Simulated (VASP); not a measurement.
Here is a VASP 6.6.1 calculation.

Contents of INCAR:

```
PREC = Accurate ; ENCUT = 520
EDIFF = 1E-7 ; ISMEAR = 0
SIGMA = 0.05 ; LREAL = F
LASPH = T ; NELM = 60
ALGO = Normal ; ISIF = 2
LWAVE = F ; LCHARG = T
GGA = PS ; LELF = T
LVHAR = T ; NBANDS = 20
```

The input KPOINTS:

```
Automatic mesh
0
Gamma
  12 12 2
```

POSCAR

```
WSe2
1.0
    3.3193064686      0.0000000000      0.0000000000
   -1.6596532343      2.8746037247      0.0000000000
    0.0000000000      0.0000000000     16.9111353302
W Se
1 2
Direct
    0.0000000000      0.0000000000      0.0000000000
    0.3333333333      0.6666666667      0.1003992715
    0.3333333333      0.6666666667      0.8996007285
```

Potentials or basis: VASP PAW PBE potentials, release 64 (W_sv, Se).

Launch:

```console
$ cat potpaw_PBE.64/W_sv/POTCAR potpaw_PBE.64/Se/POTCAR > POTCAR
$ mpirun -np 1 vasp_std > vasp.out
```

Problem. Predict the band gap on the k mesh.

Solution. 1.58 eV, direct.

Problem. Estimate the largest force.

Solution. 0.677 eV/Å.

Forces on the atoms (eV/Å):
```
W    0.000  0.000  0.000
Se   0.000  0.000 -0.677
Se   0.000  0.000  0.677
```

Caveat: the cell differs from its parent crystal (strain +0.015 along x and y, +0.015 along z); the PAW data sets were made with another functional, which shifts forces and pressure a little; spin-orbit coupling is left out, which moves the levels of the heavy elements.
